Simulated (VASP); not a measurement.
# ZrN (Fm-3m) in VASP: single point with LDA

Aim: the single point of ZrN with LDA.

Program: VASP 6.6.1. These are calculated values, not measurements. Logs are shortened: lines on timing, memory, paths and dates and some standing lists are left out, and cuts for length are marked.

## Step 1: The cell of the first run

The structure is cubic, space group Fm-3m (No. 225). Conventional cell: a = 4.600 Å, b = 4.600 Å, c = 4.600 Å, α = 90.00°, β = 90.00°, γ = 90.00°. Zr (site symmetry m-3m) has 6 N at 2.30 Å within 3.0 Å. N (site symmetry m-3m) has 6 Zr at 2.30 Å within 3.0 Å.

## Step 2: Single point, LDA

Contents of INCAR:

```
SYSTEM = ZrN
PREC = Accurate
ENCUT = 600
EDIFF = 1E-6
ISMEAR = -1
SIGMA = 0.15
LREAL = .False.
LASPH = .True.
NELM = 120
ALGO = Normal
ISIF = 2
LWAVE = .False.
LCHARG = .False.
NBANDS = 16
GGA_COMPAT = .False.
```

Contents of KPOINTS:

```
Automatic mesh
0
Gamma
  11 11 11
  0 0 0
```

Contents of POSCAR:

```
ZrN
1.0
    0.0000000000      2.3000000000      2.3000000000
    2.3000000000      0.0000000000      2.3000000000
    2.3000000000      2.3000000000      0.0000000000
Zr N
1 1
Direct
    0.5000000000      0.5000000000      0.5000000000
    0.0000000000      0.0000000000      0.0000000000
```

Potentials or basis: VASP PAW LDA potentials, release 64 (Zr_sv, N).

The run is started by

```bash
cat potpaw_LDA.64/Zr_sv/POTCAR potpaw_LDA.64/N/POTCAR > POTCAR
mpirun -np 1 vasp_std > vasp.out
```

OUTCAR:

```text
SYSTEM = ZrN
   PREC = Accurate
   ENCUT = 600
   EDIFF = 1E-6
   ISMEAR = -1
   LREAL = .False.
   LASPH = .True.
   NELM = 120
   ISIF = 2

 ion  position               nearest neighbor table
   1  0.500  0.500  0.500-   2 2.30   2 2.30   2 2.30   2 2.30   2 2.30   2 2.30
   2  0.000  0.000  0.000-   1 2.30   1 2.30   1 2.30   1 2.30   1 2.30   1 2.30

  LATTYP: Found a face centered cubic cell.
 ALAT       =     4.6000000000

  Lattice vectors:

 A1 = (   0.0000000000,   2.3000000000,   2.3000000000)
 A2 = (   2.3000000000,   0.0000000000,   2.3000000000)
 A3 = (   2.3000000000,   2.3000000000,   0.0000000000)

Analysis of symmetry for initial positions (statically):
=====================================================================
 Subroutine PRICEL returns:
 Original cell was already a primitive cell.

 Routine SETGRP: Setting up the symmetry group for a
 face centered cubic supercell.

 Subroutine GETGRP returns: Found 48 space group operations
 (whereof 48 operations were pure point group operations)
 out of a pool of 48 trial point group operations.

The static configuration has the point symmetry O_h .

Analysis of symmetry for dynamics (positions and initial velocities):
=====================================================================
 Subroutine PRICEL returns:
 Original cell was already a primitive cell.

 Routine SETGRP: Setting up the symmetry group for a
 face centered cubic supercell.

 Subroutine GETGRP returns: Found 48 space group operations
 (whereof 48 operations were pure point group operations)
 out of a pool of 48 trial point group operations.

The dynamic configuration has the point symmetry O_h .

 Subroutine INISYM returns: Found 48 space group operations
 (whereof 48 operations are pure point group operations),
 and found     1 'primitive' translations

----------------------------------------------------------------------------------------

                                     Primitive cell

  volume of cell :      24.3340

  direct lattice vectors                    reciprocal lattice vectors
     0.000000000  2.300000000  2.300000000    -0.217391304  0.217391304  0.217391304
     2.300000000  0.000000000  2.300000000     0.217391304 -0.217391304  0.217391304
     2.300000000  2.300000000  0.000000000     0.217391304  0.217391304 -0.217391304

  length of vectors
     3.252691193  3.252691193  3.252691193     0.376532784  0.376532784  0.376532784

  position of ions in fractional coordinates (direct lattice)
     0.500000000  0.500000000  0.500000000
     0.000000000  0.000000000  0.000000000

  ion indices of the primitive-cell ions
   primitive index   ion index
                 1           1
                 2           2

----------------------------------------------------------------------------------------

 KPOINTS: Automatic mesh

Automatic generation of k-mesh.
 Grid dimensions read from file:
 generate k-points for:   11   11   11

 Generating k-lattice:

  Cartesian coordinates                     Fractional coordinates (reciprocal lattice)
    -0.019762846  0.019762846  0.019762846     0.090909091  0.000000000  0.000000000
     0.019762846 -0.019762846  0.019762846     0.000000000  0.090909091  0.000000000
     0.019762846  0.019762846 -0.019762846     0.000000000  0.000000000  0.090909091

  Length of vectors
     0.034230253  0.034230253  0.034230253

  Shift w.r.t. Gamma in fractional coordinates (k-lattice)
     0.000000000  0.000000000  0.000000000

 Subroutine IBZKPT returns following result:
 ===========================================

 Found     56 irreducible k-points:

 Following reciprocal coordinates:
            Coordinates               Weight
  0.000000  0.000000  0.000000      1.000000
  0.090909  0.000000  0.000000      8.000000
  0.181818  0.000000  0.000000      8.000000
  0.272727  0.000000  0.000000      8.000000
  0.363636  0.000000  0.000000      8.000000
  0.454545  0.000000  0.000000      8.000000
[... 16 lines left out ...]
 -0.272727  0.181818  0.000000     24.000000
 -0.181818  0.181818  0.000000     12.000000
 [... further k-points ...]
   k-points           NKPTS =     56   k-points in BZ     NKDIM =     56   number of bands    NBANDS=     16
   number of dos      NEDOS =    301   number of ions     NIONS =      2
   total plane-waves  NPLWV =  21952
   dimension x,y,z NGX =    28 NGY =   28 NGZ =   28
   dimension x,y,z NGXF=    56 NGYF=   56 NGZF=   56
   ions per type =               1   1
   NGX,Y,Z   is equivalent  to a cutoff of  14.31, 14.31, 14.31 a.u.
   NGXF,Y,Z  is equivalent  to a cutoff of  28.62, 28.62, 28.62 a.u.
 SYSTEM =  ZrN
   PREC   = accura    normal or accurate (medium, high low for compatibility)
   ISTART =      0    job   : 0-new  1-cont  2-samecut
   ICHARG =      2    charge: 1-file 2-atom 10-const
   ISPIN  =      1    spin polarized calculation?
   LNONCOLLINEAR =      F non collinear calculations
   LSORBIT =      F    spin-orbit coupling
   LASPH  =      T    aspherical Exc in radial PAW
   ENCUT  =  600.0 eV  44.10 Ry    6.64 a.u.   6.50  6.50  6.50*2*pi/ulx,y,z
   NELM   =    120;   NELMIN=  2; NELMDL= -5     # of ELM steps
   EDIFF  = 0.1E-05   stopping-criterion for ELM
   LREAL  =      F    real-space projection
   EDIFFG = 0.1E-04   stopping-criterion for IOM
   NSW    =      0    number of steps for IOM
   IBRION =     -1    ionic relax: 0-MD 1-quasi-New 2-CG
   NFREE  =      0    steps in history (QN), initial steepest desc. (CG)
   ISIF   =      2    stress and relaxation
   ISYM   =      2    0-nonsym 1-usesym 2-fastsym
   POTIM  = 0.5000    time-step for ionic-motion
   TEBEG  =    0.0;   TEEND  =   0.0 temperature during run
   PSTRESS=    0.0 pullay stress
   NELECT =      17.0000    total number of electrons
   NUPDOWN=      -1.0000    fix difference up-down
   EMIN   =  10.00;   EMAX   =-10.00  energy-range for DOS
   EFERMI =   0.00;   METHOD = LEGACY
   ISMEAR =    -1;   SIGMA  =   0.15  broadening in eV -4-tet -1-fermi 0-gaus
   EFERMI_NEDOS =   21; number of points for ismear=-14 and -15
   IALGO  =     38    algorithm
   IMIX   =      4    mixing-type and parameters
     AMIX     =   0.40;   BMIX     =  1.00
     AMIX_MAG =   1.60;   BMIX_MAG =  1.00
  volume/ion in A,a.u.               =      12.17        82.11
  Fermi-wavevector in a.u.,A,eV,Ry     =   1.452624  2.745062 28.709889  2.110117
  Thomas-Fermi vector in A             =   2.569985
   LORBIT       =      0    0 simple, 1 ext, 2 COOP (PROOUT), +10 PAW based schemes
   GGA     = CA    functional components
   LHFCALC =     F    Hartree Fock is set to
   AEXX    =    0.0000 exact exchange contribution
   IVDW    =     0    specifies the selected vdW correction
   LEPSILON=     F    determine dielectric tensor
   LRPA    =     F    only Hartree local field effects (RPA)
 non-spin polarized calculation
  energy-cutoff  :      600.00
  volume of cell :       24.33
 maximum number of plane-waves:       869
 NGX is ok and might be reduce to    28
   NGX = 13   NGY = 13   NGZ = 13

 number of electron      17.0000000 magnetization

 Free energy of the ion-electron system (eV)
  ---------------------------------------------------
  ext. energy  EPLUGINS =         0.00000000
  ---------------------------------------------------
  free energy    TOTEN  =       -22.39914996 eV

  energy without entropy =      -22.34650770  energy(sigma->0) =      -22.37282883

 E-fermi :  11.5746     XC(G=0): -12.7296

 val. band max:       11.5693301153   @ k =   0.4545   0.1818   0.0000
 cond. band min:      11.6791290132   @ k =  -0.4545   0.2727   0.0909
 fundamental gap:      0.1097988979
 Fermi energy:        11.5745761825

 k-point     1 :       0.0000    0.0000    0.0000
  band No.  band energies     occupation
      1     -37.6896      2.00000
      2     -15.4660      2.00000
      3     -15.4660      2.00000
      4     -15.4660      2.00000
      5      -4.3813      2.00000
      6       8.9897      2.00000
[... 8 lines left out ...]
     15      20.7817      0.00000
     16      34.0263      0.00000

 k-point     2 :       0.0909    0.0000    0.0000
  band No.  band energies     occupation
      1     -37.6787      2.00000
      2     -15.5666      2.00000
      3     -15.4735      2.00000
      4     -15.4735      2.00000
      5      -4.2142      2.00000
      6       8.3191      2.00000
[... 8 lines left out ...]
     15      21.3296      0.00000
     16      32.1947      0.00000

 k-point     3 :       0.1818    0.0000    0.0000
  band No.  band energies     occupation
      1     -37.6492      2.00000
      2     -15.8267      2.00000
      3     -15.4936      2.00000
      4     -15.4936      2.00000
      5      -3.7653      2.00000
      6       7.0254      2.00000
[... 8 lines left out ...]
     15      22.6801      0.00000
     16      29.8559      0.00000

 k-point     4 :       0.2727    0.0000    0.0000
  band No.  band energies     occupation
      1     -37.6104      2.00000
      2     -16.1479      2.00000
      3     -15.5198      2.00000
      4     -15.5198      2.00000
      5      -3.1650      2.00000
      6       5.7261      2.00000
[... 8 lines left out ...]
     15      23.8109      0.00000
     16      27.9054      0.00000
[... 324 lines left out ...]
 k-point    22 :      -0.3636    0.1818    0.0000
  band No.  band energies     occupation
      1     -37.5403      2.00000
      2     -16.4266      2.00000
      3     -15.8000      2.00000
      4     -15.5842      2.00000
      5      -2.5924      2.00000
      6       4.7123      2.00000
[... 8 lines left out ...]
     15      23.4297      0.00000
     16      24.0804      0.00000

 k-point    23 :      -0.2727    0.1818    0.0000
  band No.  band energies     occupation
      1     -37.5643      2.00000
      2     -16.2883      2.00000
      3     -15.7777      2.00000
      4     -15.5386      2.00000
      5      -2.7816      2.00000
      6       4.9785      2.00000
[... 8 lines left out ...]
     15      23.9683      0.00000
     16      24.4547      0.00000

 k-point    24 :      -0.1818    0.1818    0.0000
  band No.  band energies     occupation
      1     -37.5974      2.00000
      2     -16.1110      2.00000
      3     -15.6949      2.00000
      4     -15.5013      2.00000
      5      -3.1228      2.00000
      6       5.5518      2.00000
[... 8 lines left out ...]
     15      24.3240      0.00000
     16      25.3604      0.00000

 [... further k-points ...]
[... 5 lines left out ...]
  --------------------------------------------------------------------------------------
  -------------------------------------------------------------------------------------
  Total       -1.7927379     -1.7927379     -1.7927379      0.0000000     -0.0000000      0.0000000
  in kB     -118.0358379   -118.0358379   -118.0358379      0.0000000     -0.0000000      0.0000000
  external PRESSURE =    -118.0358379 kB  Pullay stress =       0.0000000 kB

 VOLUME and BASIS-vectors are now :
 -----------------------------------------------------------------------------
  energy-cutoff  :      600.00
  volume of cell :       24.33
      direct lattice vectors                 reciprocal lattice vectors
     0.000000000  2.300000000  2.300000000    -0.217391304  0.217391304  0.217391304
     2.300000000  0.000000000  2.300000000     0.217391304 -0.217391304  0.217391304
     2.300000000  2.300000000  0.000000000     0.217391304  0.217391304 -0.217391304

 POSITION                                       TOTAL-FORCE (eV/Angst)
 -----------------------------------------------------------------------------------
      2.30000      2.30000      2.30000         0.000000     -0.000000     -0.000000
      0.00000      0.00000      0.00000         0.000000      0.000000      0.000000
 -----------------------------------------------------------------------------------
    total drift:                                0.000000      0.000000      0.000000

  FREE ENERGIE OF THE ION-ELECTRON SYSTEM (eV)
  ---------------------------------------------------
  free  energy   TOTEN  =       -22.3991499574 eV

  energy  without entropy=      -22.3465077014  energy(sigma->0) =      -22.37282883
```

Run time: 20 s. Hardware: 1 thread of AMD EPYC 9R45 (Zen 5), shared host; peak memory 0.13 GiB.

Results:

| Property | Result |
| --- | --- |
| Free energy | -22.3991 eV |
| Pressure | -11.8 GPa |
| Band gap on the k mesh | zero (an odd number of electrons rules out a gap without spin polarisation) |

Caveat: the cell stands under tension.
